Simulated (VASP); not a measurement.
Set up this calculation in VASP 6.6.1, as the native input.

| Quantity | Value |
| --- | --- |
| Task | single point |
| Functional | RPBE |
| Dispersion | D4 |
| Potentials or basis | VASP PAW PBE potentials, release 64 (Al, O) |
| Cutoff | 520 eV |
| k mesh | 11 × 11 × 3 |
| Occupations | fermi-dirac, width 0.05 eV |
| Spin | no spin polarisation |
| Dipole correction | no |
| Further INCAR settings | ALGO = Normal; EDIFF = 1e-06; NBANDS = 20 |

The structure of Al2O3 lies in POSCAR:

```
Al2O3
1.0
    2.8628988566      0.0000000000      0.0000000000
   -1.4314494283      2.4793431383      0.0000000000
    0.0000000000      0.0000000000      7.1960547189
Al O
2 3
Direct
    0.0000000000      0.0000000000      0.8071944447
    0.0000000000      0.0000000000      0.1928055553
    0.3333333333      0.6666666667      0.7117928226
    0.6666666667      0.3333333333      0.0000000000
    0.3333333333      0.6666666667      0.2882071774
```

One way to write it, as run:

INCAR

```
PREC     = Accurate       # precision mode
ENCUT    = 520            # plane-wave cutoff, eV
EDIFF    = 1E-6           # SCF threshold, eV
ISMEAR   = -1             # smearing method
SIGMA    = 0.05           # smearing width, eV
LREAL    = False          # projectors in reciprocal space
LASPH    = True           # aspherical terms in the spheres
NELM     = 60             # most SCF steps
ALGO     = Normal         # electronic algorithm
ISIF     = 2              # what is computed and relaxed
LWAVE    = False          # write WAVECAR
LCHARG   = False          # write CHGCAR
GGA      = RP             # functional
IVDW     = 13             # dispersion correction
NBANDS   = 20             # bands
```

KPOINTS

```
regular mesh
0
Gamma
  11 11 3
```

Potentials or basis: VASP PAW PBE potentials, release 64 (Al, O).

Run with:

```sh
$ cat potpaw_PBE.64/Al/POTCAR potpaw_PBE.64/O/POTCAR > POTCAR
$ mpirun -np 1 vasp_std > vasp.out
```

It gave:

```json
{"Pressure": "-0.4 GPa", "Largest force": "0.066 eV/Å", "Band gap on the k mesh": "4.62 eV, indirect (least direct gap 4.72 eV)", "Dispersion energy per atom": "-0.497 eV"}
```

Caveat: the PAW data sets were made with another functional, which shifts forces and pressure a little.

Run time: 61 s on 1 thread of AMD EPYC 7R13, on a shared host, peak memory 0.15 GiB.
